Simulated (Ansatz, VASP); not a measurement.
## Be in VASP and in Ansatz

File INCAR:

```
PREC = Accurate
ENCUT = 520
EDIFF = 1E-6
ISMEAR = -1
SIGMA = 0.03
LREAL = F
LASPH = T
NELM = 100
ALGO = Normal
ISIF = 2
LWAVE = F
LCHARG = F
GGA = PE
NBANDS = 7
```

The input KPOINTS:

```
regular mesh
0
Gamma
  23 23 23
```

The input POSCAR:

```
Be
1.0
   -1.2614200074      1.2614200074      1.2614200074
    1.2614200074     -1.2614200074      1.2614200074
    1.2614200074      1.2614200074     -1.2614200074
Be
1
Direct
    0.0000000000      0.0000000000      0.0000000000
```

Input for Ansatz:

```yaml
crystal:
  lattice:
    - [-1.2614200074, 1.2614200074, 1.2614200074]
    - [1.2614200074, -1.2614200074, 1.2614200074]
    - [1.2614200074, 1.2614200074, -1.2614200074]
  atoms:
    - { symbol: Be, position: [0.0, 0.0, 0.0] }
kpoints:
  mp_grid: { grid: [23, 23, 23] }
  band_path:
    path:
      - [0.0, 0.0, 0.0]
      - [0.5, -0.5, 0.5]
      - [0.0, 0.0, 0.5]
      - [0.0, 0.0, 0.0]
      - [0.25, 0.25, 0.25]
      - [0.5, -0.5, 0.5]
      - [0.25, 0.25, 0.25]
      - [0.0, 0.0, 0.5]
    npoints: 5
scf:
  occupations: { method: fermi_dirac, width: 0.03 }
hamiltonian:
  xc: pbe
  pseudopotentials: { kind: all_electron, lapw: { basis_error: 0.00025 } }
output:
  forces: true
  stress: true
  eigenvalues: true
```

Change from the starting cell: volume scaled by 1.02.

Alike in both runs: task single point; functional PBE; k mesh 23 × 23 × 23; occupations fermi-dirac, width 0.03 eV; no spin polarisation.

|  | VASP | Ansatz |
| --- | --- | --- |
| version | VASP 6.6.1 | Ansatz 0.2.0 |
| potentials or method | VASP PAW PBE potentials, release 64 (Be), cutoff 520 eV | all-electron LAPW, scalar-relativistic |

|  | VASP | Ansatz | Ansatz less VASP |
| --- | --- | --- | --- |
| pressure (GPa) | -3.1 | -3.2 | -0.17 |

Ansatz ran all-electron here, and VASP with PAW potentials.
